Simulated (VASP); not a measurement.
# Ga8N9 (a cell with a defect) in VASP: single point with PBE

Aim: the single point of Ga8N9 (a cell with a defect) with PBE.

Everything below comes from runs of VASP 6.6.1. Logs are shortened: lines on timing, memory, paths and dates and some standing lists are left out, and cuts for length are marked.

## 1. The cell of the first run

The cell holds a defect, 17 atoms: a = 6.433 Å, b = 6.433 Å, c = 6.433 Å, α = 60.00°, β = 60.00°, γ = 60.00°.

## 2. Single point, PBE, collinear spin

Input file INCAR:

```
  PREC = Accurate
  ENCUT = 520
  EDIFF = 1E-6
  ISMEAR = 0
  SIGMA = 0.02
  LREAL = Auto
  LASPH = T
  NELM = 150
  ALGO = Normal
  ISIF = 2
  LWAVE = F
  LCHARG = F
  ISPIN = 2
  MAGMOM = 0 0 0 0 0 0 0 0 0 0 0 0 0 0 0.21 0 0.26
  LORBIT = 11
  GGA = PE
  NBANDS = 92
```

Input file KPOINTS:

```
Automatic mesh
0
Gamma
  3 3 3
```

Input file POSCAR:

```
Ga8N9
1.0
    0.0000000000      4.5484769755     -4.5484769755
    4.5484769755      4.5484769755      0.0000000000
    4.5484769755      0.0000000000     -4.5484769755
Ga N
8 9
Direct
    0.0324504226     -0.0099598174      0.4845008586
   -0.0023473791      0.5076338767      0.4996584598
    0.4759863602      0.0031977737      0.4934671566
    0.4893212634      0.5268487700      0.4941081404
   -0.0006428525     -0.0002383215      0.9977827797
    0.0066777297      0.4988123524      0.9944978340
    0.5019640667     -0.0234073956      1.0293896232
    0.4986032714      0.4993017470      1.0037734663
    0.1291256399      0.1220791054      0.1215035281
    0.1247281240      0.6257729819      0.1246214949
    0.6243609708      0.1248069415      0.1266996630
    0.6325042460      0.6070467136      0.1341576539
    0.1079179916      0.1335529460      0.6256424986
    0.1263758183      0.6267699090      0.6232803893
    0.4957563844      0.1945434713      0.6272006026
    0.6207632830      0.6300450712      0.6273650533
    0.7038812150      1.0044022482      0.6855607969
```

Potentials or basis: VASP PAW PBE potentials, release 64 (Ga_d, N).

On the command line:

```console
$ cat potpaw_PBE.64/Ga_d/POTCAR potpaw_PBE.64/N/POTCAR > POTCAR
$ mpirun -np 1 vasp_std > vasp.out
```

OUTCAR:

```text
PREC = Accurate
   ENCUT = 520
   EDIFF = 1E-6
   ISMEAR = 0
   LREAL = Auto
   LASPH = T
   NELM = 150
   ISIF = 2
   ISPIN = 2
   LORBIT = 11
   GGA = PE

 ion  position               nearest neighbor table
   1  0.032  0.990  0.485-  17 1.83  13 1.91   9 1.91  14 1.91
   2  0.998  0.508  0.500-  14 1.95  13 1.97  10 1.97  16 1.98
   3  0.476  0.003  0.493-  15 1.90  11 1.93  13 1.94  16 1.97  17 2.35
   4  0.489  0.527  0.494-  15 1.85  12 1.90  14 1.91  16 1.94
   5  0.999  1.000  0.998-  13 1.96  10 1.96  11 1.97   9 1.97
   6  0.007  0.499  0.994-  14 1.95  12 1.97  10 1.97   9 1.98
   7  0.502  0.977  0.029-  17 1.89  11 1.94  12 1.94   9 1.97  15 2.25
   8  0.499  0.499  0.004-  12 1.96  10 1.96  11 1.97  16 1.98
   9  0.129  0.122  0.122-   1 1.91   7 1.97   5 1.97   6 1.98
  10  0.125  0.626  0.125-   8 1.96   5 1.96   2 1.97   6 1.97
  11  0.624  0.125  0.127-   3 1.93   7 1.94   8 1.97   5 1.97
  12  0.633  0.607  0.134-   4 1.90   7 1.94   8 1.96   6 1.97
  13  0.108  0.134  0.626-   1 1.91   3 1.94   5 1.96   2 1.97
  14  0.126  0.627  0.623-   4 1.91   1 1.91   6 1.95   2 1.95
  15  0.496  0.195  0.627-  17 1.35   4 1.85   3 1.90   7 2.25
  16  0.621  0.630  0.627-   4 1.94   3 1.97   8 1.98   2 1.98
  17  0.704  0.004  0.686-  15 1.35   1 1.83   7 1.89   3 2.35

  LATTYP: Found a face centered cubic cell.
 ALAT       =     9.0969539510

  Lattice vectors:

 A1 = (   0.0000000000,   4.5484769755,  -4.5484769755)
 A2 = (   4.5484769755,   4.5484769755,   0.0000000000)
 A3 = (   4.5484769755,   0.0000000000,  -4.5484769755)

Analysis of symmetry for initial positions (statically):
=====================================================================
 Subroutine PRICEL returns:
 Original cell was already a primitive cell.

 Routine SETGRP: Setting up the symmetry group for a
 face centered cubic supercell.

 Subroutine GETGRP returns: Found  1 space group operations
 (whereof  1 operations were pure point group operations)
 out of a pool of 48 trial point group operations.

The static configuration has the point symmetry C_1 .

Analysis of symmetry for dynamics (positions and initial velocities):
=====================================================================
 Subroutine PRICEL returns:
 Original cell was already a primitive cell.

 Routine SETGRP: Setting up the symmetry group for a
 face centered cubic supercell.

 Subroutine GETGRP returns: Found  1 space group operations
 (whereof  1 operations were pure point group operations)
 out of a pool of 48 trial point group operations.

The dynamic configuration has the point symmetry C_1 .

Analysis of structural, dynamic, and magnetic symmetry:
=====================================================================
 Subroutine PRICEL returns:
 Original cell was already a primitive cell.

 Routine SETGRP: Setting up the symmetry group for a
 face centered cubic supercell.

 Subroutine GETGRP returns: Found  1 space group operations
 (whereof  1 operations were pure point group operations)
 out of a pool of 48 trial point group operations.

The overall configuration has the point symmetry C_1 .

 Subroutine INISYM returns: Found  1 space group operations
 (whereof  1 operations are pure point group operations),
 and found     1 'primitive' translations

----------------------------------------------------------------------------------------

                                     Primitive cell

  volume of cell :     188.2036

  direct lattice vectors                    reciprocal lattice vectors
     0.000000000  4.548476975 -4.548476975    -0.109926906  0.109926906 -0.109926906
     4.548476975  4.548476975  0.000000000     0.109926906  0.109926906  0.109926906
     4.548476975  0.000000000 -4.548476975     0.109926906 -0.109926906 -0.109926906

  length of vectors
     6.432517827  6.432517827  6.432517827     0.190398986  0.190398986  0.190398986

  position of ions in fractional coordinates (direct lattice)
[... 80 lines left out ...]
   k-points           NKPTS =     14   k-points in BZ     NKDIM =     14   number of bands    NBANDS=     92
   number of dos      NEDOS =    301   number of ions     NIONS =     17
   total plane-waves  NPLWV = 110592
   dimension x,y,z NGX =    48 NGY =   48 NGZ =   48
   dimension x,y,z NGXF=    96 NGYF=   96 NGZF=   96
   ions per type =               8   9
   NGX,Y,Z   is equivalent  to a cutoff of  12.41, 12.41, 12.41 a.u.
   NGXF,Y,Z  is equivalent  to a cutoff of  24.81, 24.81, 24.81 a.u.
 SYSTEM =  unknown system
   PREC   = accura    normal or accurate (medium, high low for compatibility)
   ISTART =      0    job   : 0-new  1-cont  2-samecut
   ICHARG =      2    charge: 1-file 2-atom 10-const
   ISPIN  =      2    spin polarized calculation?
   LNONCOLLINEAR =      F non collinear calculations
   LSORBIT =      F    spin-orbit coupling
   LASPH  =      T    aspherical Exc in radial PAW
   ENCUT  =  520.0 eV  38.22 Ry    6.18 a.u.  11.96 11.96 11.96*2*pi/ulx,y,z
   NELM   =    150;   NELMIN=  2; NELMDL= -5     # of ELM steps
   EDIFF  = 0.1E-05   stopping-criterion for ELM
   LREAL  =      T    real-space projection
   EDIFFG = 0.1E-04   stopping-criterion for IOM
   NSW    =      0    number of steps for IOM
   IBRION =     -1    ionic relax: 0-MD 1-quasi-New 2-CG
   NFREE  =      0    steps in history (QN), initial steepest desc. (CG)
   ISIF   =      2    stress and relaxation
   ISYM   =      2    0-nonsym 1-usesym 2-fastsym
   POTIM  = 0.5000    time-step for ionic-motion
   TEBEG  =    0.0;   TEEND  =   0.0 temperature during run
   PSTRESS=    0.0 pullay stress
   NELECT =     149.0000    total number of electrons
   NUPDOWN=      -1.0000    fix difference up-down
   EMIN   =  10.00;   EMAX   =-10.00  energy-range for DOS
   EFERMI =   0.00;   METHOD = LEGACY
   ISMEAR =     0;   SIGMA  =   0.02  broadening in eV -4-tet -1-fermi 0-gaus
   EFERMI_NEDOS =   21; number of points for ismear=-14 and -15
   IALGO  =     38    algorithm
   IMIX   =      4    mixing-type and parameters
     AMIX     =   0.40;   BMIX     =  1.00
     AMIX_MAG =   1.60;   BMIX_MAG =  1.00
  volume/ion in A,a.u.               =      11.07        74.71
  Fermi-wavevector in a.u.,A,eV,Ry     =   1.514471  2.861935 31.206622  2.293622
  Thomas-Fermi vector in A             =   2.624124
   LORBIT       =     11    0 simple, 1 ext, 2 COOP (PROOUT), +10 PAW based schemes
   GGA     = PE    functional components
   LHFCALC =     F    Hartree Fock is set to
   AEXX    =    0.0000 exact exchange contribution
   IVDW    =     0    specifies the selected vdW correction
   LEPSILON=     F    determine dielectric tensor
   LRPA    =     F    only Hartree local field effects (RPA)
 spin polarized calculation
 Gauss-broadening in eV      SIGMA  =   0.02
  energy-cutoff  :      520.00
  volume of cell :      188.20
 maximum number of plane-waves:      5066
   NGX = 23   NGY = 23   NGZ = 23

 number of electron     148.9999997 magnetization       1.0740645

 Free energy of the ion-electron system (eV)
  ---------------------------------------------------
  ext. energy  EPLUGINS =         0.00000000
  ---------------------------------------------------
  free energy    TOTEN  =       -99.85445780 eV

  energy without entropy =      -99.85403988  energy(sigma->0) =      -99.85424884

 E-fermi :   7.0977     XC(G=0): -11.7250

 val. band max:        7.0079024303   @ k =   0.3333   0.0000   0.3333
 cond. band min:       7.0977174983   @ k =  -0.3333   0.3333   0.0000
 fundamental gap:      0.0898150680
 Fermi energy:         7.0977174508

 spin component 1

 k-point     1 :       0.0000    0.0000    0.0000
  band No.  band energies     occupation
      1     -13.8824      1.00000
      2     -10.4376      1.00000
      3      -9.7896      1.00000
      4      -9.7824      1.00000
      5      -9.7205      1.00000
      6      -9.5870      1.00000
[... 1235 lines left out ...]
     85      12.5724      0.00000
     86      12.6345      0.00000
 Fermi energy:         7.0977174508

 spin component 2

 k-point     1 :       0.0000    0.0000    0.0000
  band No.  band energies     occupation
      1     -13.4650      1.00000
      2     -10.4077      1.00000
      3      -9.7688      1.00000
      4      -9.7459      1.00000
      5      -9.7057      1.00000
      6      -9.5714      1.00000
[... 1235 lines left out ...]
     85      12.6110      0.00000
     86      12.6605      0.00000
 [bands above 86 left out]

------------------------ aborting loop because EDIFF is reached ----------------------------------------

  FORCE on cell =-STRESS in cart. coord.  units (eV):
  Direction    XX          YY          ZZ          XY          YZ          ZX
  --------------------------------------------------------------------------------------
  -------------------------------------------------------------------------------------
  Total       12.7342668     14.9223441     17.3627343     -1.3132930     -0.0893330      2.8724821
  in kB      108.4068012    127.0339009    147.8089409    -11.1800619     -0.7604914     24.4534377
  external PRESSURE =     127.7498810 kB  Pullay stress =       0.0000000 kB

 VOLUME and BASIS-vectors are now :
 -----------------------------------------------------------------------------
  energy-cutoff  :      520.00
  volume of cell :      188.20
      direct lattice vectors                 reciprocal lattice vectors
     0.000000000  4.548476975 -4.548476975    -0.109926906  0.109926906 -0.109926906
     4.548476975  4.548476975  0.000000000     0.109926906  0.109926906  0.109926906
     4.548476975  0.000000000 -4.548476975     0.109926906 -0.109926906 -0.109926906

 POSITION                                       TOTAL-FORCE (eV/Angst)
 -----------------------------------------------------------------------------------
      6.70692      4.65077     -2.35134         0.011614     -0.048477      0.026163
      4.58165      6.84676     -6.81048         0.002272      0.000676      0.015468
      2.25907      2.17956     -4.40954         0.011089     -0.003016      0.075434
      4.64380      4.62203     -4.47311        -0.030784     -0.069519     -0.003484
      9.08578      9.09295     -9.08394        -0.015103      0.007626      0.013002
      6.79229      2.29921     -4.55382        -0.009511     -0.000365     -0.005436
[... 9 lines left out ...]
      5.71930      5.68927     -5.67708         0.019167      0.008851      0.022857
      3.13828      3.22161     -6.31984         0.086196      0.112838     -0.201367
 -----------------------------------------------------------------------------------
    total drift:                               -0.001840     -0.000221      0.000059

  FREE ENERGIE OF THE ION-ELECTRON SYSTEM (eV)
  ---------------------------------------------------
  free  energy   TOTEN  =       -99.8544578007 eV

  energy  without entropy=      -99.8540398756  energy(sigma->0) =      -99.85424884

 total charge

# of ion       s       p       d       tot
------------------------------------------
    1        0.826   1.025  10.234  12.085
    2        0.783   0.858  10.162  11.803
    3        0.797   0.915  10.205  11.916
    4        0.821   0.997  10.225  12.043
    5        0.783   0.860  10.162  11.806
    6        0.782   0.857  10.161  11.801
[... 9 lines left out ...]
   16        1.230   2.493   0.000   3.722
   17        1.264   2.579   0.000   3.843
--------------------------------------------------
tot         17.506  30.020  81.526 129.051

 magnetization (x)

# of ion       s       p       d       tot
------------------------------------------
    1       -0.001   0.011   0.013   0.023
    2       -0.000  -0.001   0.000  -0.001
    3        0.001   0.008   0.016   0.025
    4        0.004   0.023   0.013   0.040
    5       -0.001  -0.001   0.000  -0.001
    6       -0.001  -0.001   0.000  -0.001
[... 9 lines left out ...]
   16        0.001   0.007   0.000   0.008
   17        0.012   0.329   0.000   0.341
--------------------------------------------------
tot          0.030   0.760   0.056   0.846
```

Run time: 42 min. Hardware: 1 thread of Oxide Virtual Turin-like, shared host; peak memory 0.55 GiB.

Results:

| Quantity | Value |
| --- | --- |
| Free energy | -99.8545 eV |
| Pressure | 12.8 GPa |
| Largest force | 0.246 eV/Å |
| Net moment | 1.07 μB per cell |
| Site moments | Ga +0.02, -0.00, +0.03, +0.04, +0.01 (each value once); N +0.01, -0.00, +0.03, +0.05, +0.27, +0.34 (each value once) μB |
| Valence electrons inside the program's atomic spheres | Ga 12.09, 11.80, 11.92, 12.04, 11.81, 11.91 (each value once); N 3.73, 3.74, 3.75, 3.77, 3.85, 3.72, 3.84 (each value once) |

Forces on the atoms (eV/Å):
```
Ga   0.012 -0.048  0.026
Ga   0.002  0.001  0.015
Ga   0.011 -0.003  0.075
Ga  -0.031 -0.070 -0.003
Ga  -0.015  0.008  0.013
Ga  -0.010  0.000 -0.005
Ga  -0.008 -0.008 -0.076
Ga   0.012  0.000 -0.011
N   -0.021  0.008 -0.020
N   -0.003  0.004  0.006
N    0.003  0.011 -0.004
N   -0.005 -0.020 -0.035
N   -0.005 -0.011  0.035
N   -0.003 -0.003  0.006
N   -0.046  0.011  0.155
N    0.019  0.009  0.023
N    0.086  0.113 -0.201
```

Levels at points of the mesh, in eV from the Fermi level:
Spin up:
```csv
k point,band 71,band 72,band 73,band 74,band 75,band 76,band 77,band 78,band 79,band 80
"(0.00, 0.00, 0.00)",-2.09,-2.03,-2.02,-1.55,-1.40,-0.33,0.99,1.90,2.19,2.51
```
Spin down:
```csv
k point,band 72,band 73,band 74,band 75,band 76,band 77
"(0.00, 0.00, 0.00)",-1.98,-1.96,-0.94,-0.77,-0.30,1.02
```

Caveat: the k points lie up to 0.40 Å⁻¹ apart; a moment this small can come from the mesh or the smearing.
